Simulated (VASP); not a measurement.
# Te2Mo: single point with r2SCAN

The system is Te2Mo, a slab with vacuum.

```
Te Mo
1.0
     3.56126    0.00000    0.00000
    -1.78063    3.08414    0.00000
     0.00000    0.00000   17.78666
Te Mo
2 1
Direct
  0.33333 0.66667 0.89942
  0.33333 0.66667 0.10058
  0.00000 0.00000 0.00000
```

This cell differs from its parent crystal: strain along c alone, the other axes held: +1.5 %, then relaxed in part.

- Program: VASP 6.6.1
- Task: single point
- Functional: r2SCAN
- Potentials or basis: VASP PAW PBE potentials, release 64 (Te, Mo_sv)
- Cutoff: 520 eV
- k mesh: 12 × 12 × 2
- Occupations: gaussian, width 0.02 eV
- Spin: no spin polarisation

```
Largest force          : 0.028 eV/Å
Band gap on the k mesh : 1.12 eV
```

Forces in eV/Å, atoms in the order of the input:
```
Te   0.000  0.000 -0.028
Te   0.000  0.000  0.028
Mo   0.000  0.000  0.000
```

Levels at points of the mesh, in eV from the valence-band top:
```
           k point  band 9  band 10  band 11  band 12  band 13  band 14  band 15  band 16  band 17  band 18
(0.00, 0.00, 0.00)   -1.83    -1.75    -1.02    -1.02    -0.40     3.17     3.17     3.48     3.48     4.76
(0.50, 0.00, 0.00)   -3.51    -2.49    -1.70    -0.75    -0.47     1.46     1.85     3.55     3.86     4.30
(0.00, 0.00, 0.50)   -1.83    -1.75    -1.02    -1.02    -0.40     3.17     3.17     3.48     3.48     4.93
(0.50, 0.00, 0.50)   -3.51    -2.49    -1.70    -0.75    -0.47     1.46     1.85     3.55     3.86     4.30
```

Wall time 6.1 min on 1 thread of AMD EPYC 9R45 96-Core Processor (Zen 5), with other jobs on the host, peak memory 0.42 GiB.

Caveat: the cell differs from its parent crystal (strain along c alone, the other axes held: +1.5 %, then relaxed in part); there is no dipole correction, which matters where the two faces differ; the PAW data sets were made with another functional, which shifts forces and pressure a little; spin-orbit coupling is left out, which moves the levels of the heavy elements.
